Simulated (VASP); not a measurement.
A run of VASP 6.6.1 is set up as follows.

File POSCAR:

```
Te2Mo
1.0
    3.6300590280      0.0000000000      0.0000000000
   -1.8150295140      3.1437233354      0.0000000000
    0.0000000000      0.0000000000     17.8677540541
Te Mo
2 1
Direct
    0.3333333333      0.6666666667      0.1021445500
    0.3333333333      0.6666666667      0.8978554500
    0.0000000000      0.0000000000      0.0000000000
```

File INCAR.step1:

```
SYSTEM = Te2Mo
PREC = Accurate ; ENCUT = 520
ISMEAR = -1 ; SIGMA = 0.05
LREAL = .FALSE. ; LASPH = .TRUE.
NELM = 60 ; NBANDS = 20
GGA = PE ; ALGO = Normal
EDIFF = 1E-4 ; LWAVE = .TRUE.
LCHARG = .FALSE.
```

INCAR.step2

```
SYSTEM = Te2Mo
PREC = Accurate ; ENCUT = 520
EDIFF = 1E-6 ; ISMEAR = -1
SIGMA = 0.05 ; LREAL = .FALSE.
LASPH = .TRUE. ; NELM = 60
ALGO = Normal ; ISIF = 2
LWAVE = .FALSE. ; LCHARG = .FALSE.
METAGGA = R2SCAN ; LMIXTAU = .TRUE.
NBANDS = 20 ; ISTART = 1
```

File KPOINTS:

```
Automatic mesh
0
G
  9 9 2
  0 0 0
```

Potentials or basis: VASP PAW PBE potentials, release 64 (Te, Mo_sv).

Run with:

```console
$ cat potpaw_PBE.64/Te/POTCAR potpaw_PBE.64/Mo_sv/POTCAR > POTCAR
$ cp INCAR.step1 INCAR
$ mpirun -np 1 vasp_std > vasp.out
$ cp INCAR.step2 INCAR
$ mpirun -np 1 vasp_std > vasp.out
```

Question: Predict the band gap on the k mesh.

Answer: 1.03 eV.

Question: Predict the largest force.

Answer: 0.758 eV/Å.

Forces on the atoms (eV/Å):
```
Te   0.000  0.000 -0.758
Te   0.000  0.000  0.758
Mo   0.000  0.000  0.000
```

Caveat: the PAW data sets were made with another functional, which shifts forces and pressure a little; spin-orbit coupling is left out, which moves the levels of the heavy elements.
